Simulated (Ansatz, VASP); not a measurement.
**Two plane-wave programs on Cu**

File INCAR:

```
PREC     = Accurate       # precision mode
ENCUT    = 600            # plane-wave cutoff, eV
EDIFF    = 1E-7           # SCF threshold, eV
ISMEAR   = 0              # smearing method
SIGMA    = 0.1            # smearing width, eV
LREAL    = False          # projectors in reciprocal space
LASPH    = True           # aspherical terms in the spheres
NELM     = 80             # most SCF steps
ALGO     = Normal         # electronic algorithm
ISIF     = 3              # what is computed and relaxed
LWAVE    = False          # write WAVECAR
LCHARG   = False          # write CHGCAR
GGA      = PE             # functional
IBRION   = 2              # ionic algorithm
NSW      = 100            # ionic steps
EDIFFG   = -0.01          # ionic threshold
```

KPOINTS

```
regular mesh
0
Gamma
  26 26 26
```

POSCAR

```
Cu
1.0
    0.0000000000      1.8153616351      1.8153616351
    1.8153616351      0.0000000000      1.8153616351
    1.8153616351      1.8153616351      0.0000000000
Cu
1
Direct
    0.0000000000      0.0000000000      0.0000000000
```

Input for Ansatz:

```yaml
crystal:
  lattice:
    - [0.0, 1.8153616351, 1.8153616351]
    - [1.8153616351, 0.0, 1.8153616351]
    - [1.8153616351, 1.8153616351, 0.0]
  atoms:
    - { symbol: Cu, position: [0.0, 0.0, 0.0] }
basis:
  ecutwfc: 420
kpoints:
  mp_grid: { grid: [26, 26, 26] }
hamiltonian:
  xc: pbe
scf:
  occupations: { method: gaussian, width: 0.1 }
output:
  forces: true
  stress: true
  eigenvalues: true
relax:
  adjacent_minimum: "off"
  f_tol: 0.01
  max_steps: 80
  cell: { stress_tol: 0.05 }
```

Alike in both runs: task relaxation of cell and atoms; functional PBE; k mesh 26 × 26 × 26; occupations gaussian, width 0.1 eV; no spin polarisation.

```csv
,VASP,Ansatz
version,VASP 6.6.1,Ansatz 0.2.0
potentials or method,"VASP PAW PBE potentials, release 64 (Cu), cutoff 600 eV","scalar-relativistic, plane waves, PAW"
valence electrons in the cell,11,19
```

VASP gave:

* gap on the k mesh at the Fermi level, each at its own relaxed structure (eV): none
* relaxed volume (Å³/atom): 12.01
* relaxed cell length with the largest relative difference (Å): 2.570

Q: Estimate Ansatz's values.

A: gap on the k mesh at the Fermi level, each at its own relaxed structure (eV): none; relaxed volume (Å³/atom): 11.96; relaxed cell length with the largest relative difference (Å): 2.567.

A gap of «none» marks a metal or a gap that the smearing closes. VASP's potentials hold 11 valence electrons a cell and Ansatz's 19, so a difference there can come from the potentials and not from the codes.
